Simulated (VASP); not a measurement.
# Sr2Ru: relaxation of cell and atoms with PBE

Sr2Ru:

```xyz
3
Lattice="4.0972 0.0000 0.0000 -2.0486 3.5483 0.0000 0.0000 0.0000 8.7150" Properties=species:S:1:pos:R:3 pbc="T T T"
Sr    0.0000    2.3655    2.5950
Sr    2.0486    1.1828    6.1199
Ru    0.0000    0.0000    0.0000
```

The cell was built from a structure type or drawn by symmetry, and may not be a known phase.

```
Program                : VASP 6.6.1
Task                   : relaxation of cell and atoms
Functional             : PBE
Potentials or basis    : VASP PAW PBE potentials, release 64 (Sr_sv, Ru_pv)
Cutoff                 : 600 eV
k mesh                 : 6 × 6 × 2
Occupations            : gaussian, width 0.1 eV
Spin                   : no spin polarisation
Dipole correction      : no
Further INCAR settings : ALGO = Normal; EDIFF = 1e-06; IBRION = 2; EDIFFG = -0.04; NSW = 90; ISIF = 3
```

```json
{"Relaxed volume": "34.60 Å³/atom", "Relaxed cell": "a = 3.836 Å, b = 3.836 Å, c = 8.144 Å, α = 90.00°, β = 90.00°, γ = 120.00°", "Space group after relaxing (to 0.1 Å)": "P-3m1 (No. 164)", "Energy gained by relaxing": "443.2 meV/atom", "Ionic steps": "11", "Pressure after relaxing": "0.0 GPa", "Largest force after relaxing": "0.024 eV/Å", "Band gap on the k mesh": "zero (bands 17 and 18 overlap by 1.59 eV)"}
```

Forces in eV/Å, atoms in the order of the input:
```
Sr   0.000  0.000 -0.024
Sr   0.000  0.000  0.024
Ru   0.000  0.000  0.000
```

Stress tensor (GPa, compression positive):
```
 0.01  0.00  0.00
 0.00  0.01  0.00
 0.00  0.00 -0.12
```

Step by step:
| step | energy change (eV) | largest force (eV/Å) | pressure (GPa) | volume (Å³) |
| --- | --- | --- | --- | --- |
| 1 | 0.0000 | 1.4680 | -5.21 | 126.70 |
| 2 | -0.8606 | 1.4106 | -2.48 | 103.09 |
| 3 | -1.0199 | 1.0828 | 0.81 | 92.02 |
| 4 | -1.0202 | 1.0309 | 1.25 | 90.91 |
| 5 | -1.1391 | 0.6462 | 1.55 | 91.86 |
| 6 | -1.2393 | 0.0823 | 2.57 | 93.77 |
| 7 | -1.3165 | 0.1702 | -0.34 | 103.38 |
| 8 | -1.3165 | 0.1674 | -0.31 | 103.25 |
| 9 | -1.3236 | 0.1176 | -0.23 | 103.44 |
| 10 | -1.3293 | 0.0042 | 0.00 | 103.86 |
| 11 | -1.3296 | 0.0244 | -0.03 | 103.79 |

Final structure:
```
Sr Ru
1.0
     3.83611    0.00000    0.00000
    -1.91806    3.32217    0.00000
     0.00000    0.00000    8.14392
Sr Ru
2 1
Direct
  0.33333 0.66667 0.24751
  0.66667 0.33333 0.75249
  0.00000 0.00000 0.00000
```

Levels at points of the mesh, in eV from the Fermi level:
| k point | band 13 | band 14 | band 15 | band 16 | band 17 | band 18 | band 19 | band 20 | band 21 |
| --- | --- | --- | --- | --- | --- | --- | --- | --- | --- |
| (0.00, 0.00, 0.00) | -1.72 | -1.26 | -0.82 | -0.82 | -0.58 | -0.58 | -0.26 | 3.30 | 3.46 |
| (0.50, 0.00, 0.00) | -1.22 | -0.82 | -0.56 | -0.31 | 0.26 | 0.66 | 1.26 | 1.27 | 1.97 |
| (0.00, 0.00, 0.50) | -2.50 | -1.64 | -0.81 | -0.81 | -0.58 | -0.58 | 0.89 | 2.48 | 3.49 |
| (0.50, 0.00, 0.50) | -1.33 | -0.80 | -0.57 | -0.27 | 0.26 | 0.70 | 1.03 | 1.51 | 1.92 |

Wall time 5 min on 1 thread of AMD EPYC 9R45 96-Core Processor (Zen 5), with other jobs on the host, peak memory 0.3 GiB.

Caveat: the k points lie up to 0.39 Å⁻¹ apart in the final cell, too coarse for converged energies and pressures of a metal; the volume moved by over 15 % at a fixed basis, so the end points are rough.
